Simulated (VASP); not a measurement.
Here is a VASP 6.6.1 calculation.

Contents of INCAR:

```
  PREC = Accurate
  ENCUT = 500
  EDIFF = 1E-6
  ISMEAR = 0
  SIGMA = 0.1
  LREAL = F
  LASPH = T
  NELM = 120
  ALGO = Normal
  ISIF = 2
  LWAVE = F
  LCHARG = F
  GGA = PS
  IVDW = 12
  NBANDS = 10
  GGA_COMPAT = F
```

Contents of KPOINTS:

```
regular mesh
0
Gamma
  10 10 10
```

POSCAR

```
Ir
1.0
    0.0000000000      1.9055130727      1.9055130727
    1.9055130727      0.0000000000      1.9055130727
    1.9055130727      1.9055130727      0.0000000000
Ir
1
Direct
    0.0000000000      0.0000000000      0.0000000000
```

Potentials or basis: VASP PAW PBE potentials, release 64 (Ir).

The run is started by

```console
$ cat potpaw_PBE.64/Ir/POTCAR > POTCAR
$ mpirun -np 1 vasp_std > vasp.out
```

Q: Estimate the dispersion energy per atom.

A: -0.731 eV.

Q: Estimate the pressure.

A: -1.3 GPa.

Caveat: three body term missing; the PAW data sets were made with another functional, which shifts forces and pressure a little; pairwise dispersion overbinds metals, which lowers pressure and volume.
